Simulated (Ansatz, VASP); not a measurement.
Two plane-wave programs on Na

```
Na
1.0
     8.46000    0.00000    0.00000
     0.00000    8.46000    0.00000
     0.00000    0.00000    8.46000
Na
17
Direct
  0.97992 0.00283 0.02975
  0.49322 0.00255 0.00763
  0.01572 0.50704 0.99679
  0.89909 0.00416 0.42861
  0.23909 0.24093 0.27494
  0.49814 0.49426 0.03239
  0.50602 0.00251 0.50259
  0.74358 0.27812 0.23146
  0.00264 0.50685 0.51718
  0.24320 0.76233 0.27401
  0.29932 0.29221 0.76325
  0.51944 0.49553 0.48619
  0.73723 0.72695 0.23218
  0.75355 0.25200 0.75844
  0.32119 0.69712 0.76503
  0.74958 0.75058 0.75875
  0.12634 0.98260 0.68541
```

Alike in both runs: functional PBEsol; k mesh 2 × 2 × 2; occupations fermi-dirac, width 0.1 eV; no spin polarisation.

Ansatz relaxed the structure, and its values are those at the end. VASP's run is a single point on that final structure, the one shown.

|  | VASP | Ansatz |
| --- | --- | --- |
| version | VASP 6.6.1 | Ansatz 0.2.0 |
| potentials or method | VASP PAW PBE potentials, release 64 (Na_pv), cutoff 520 eV | scalar-relativistic, plane waves, PAW |
| valence electrons in the cell | 119 | 153 |

|  | VASP | Ansatz | Ansatz less VASP |
| --- | --- | --- | --- |
| rms of the force components (eV/Å) | 0.011 | 0.011 | 0.0000 |

VASP's potentials were made for PBE, not for PBEsol. VASP's potentials hold 119 valence electrons a cell and Ansatz's 153, so a difference there can come from the potentials and not from the codes.

The k mesh is coarse, so the values compare programs but aren't converged.
